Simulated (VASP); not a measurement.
Write the native input for VASP 6.6.1 that does the following.

```
Task                   : single point
Functional             : revPBE
Dispersion             : D3(BJ)
Potentials or basis    : VASP PAW PBE potentials, release 64 (Te, Sn_d)
Cutoff                 : 520 eV
k mesh                 : 7 × 7 × 7
Occupations            : fermi-dirac, width 0.05 eV
Spin                   : no spin polarisation
Dipole correction      : no
Further INCAR settings : ALGO = Normal; EDIFF = 1e-07; NBANDS = 17
```

The structure of SnTe lies in POSCAR:

```
SnTe
1.0
    0.0000000000      3.1337383290      3.1337383290
    3.1337383290      0.0000000000      3.1337383290
    3.1337383290      3.1337383290      0.0000000000
Te Sn
1 1
Direct
    0.5000000000      0.5000000000      0.5000000000
    0.0000000000      0.0000000000      0.0000000000
```

One way to write it, as run:

INCAR

```
SYSTEM = SnTe
PREC = Accurate ; ENCUT = 520
EDIFF = 1E-7 ; ISMEAR = -1
SIGMA = 0.05 ; LREAL = .FALSE.
LASPH = .TRUE. ; NELM = 100
ALGO = Normal ; ISIF = 2
LWAVE = .FALSE. ; LCHARG = .FALSE.
GGA = RE ; IVDW = 12
NBANDS = 17
```

KPOINTS

```
Automatic mesh
0
G
  7 7 7
  0 0 0
```

Potentials or basis: VASP PAW PBE potentials, release 64 (Te, Sn_d).

Run with:

```bash
$ cat potpaw_PBE.64/Te/POTCAR potpaw_PBE.64/Sn_d/POTCAR > POTCAR
$ mpirun -np 1 vasp_std > vasp.out
```

It gave:

```json
{"Pressure": "0.0 GPa", "Dispersion energy per atom": "-0.765 eV"}
```

Caveat: the PAW data sets were made with another functional, which shifts forces and pressure a little.

Wall time 44 s on 1 thread of Intel Xeon 8259CL, with other jobs on the host, peak memory 0.21 GiB.
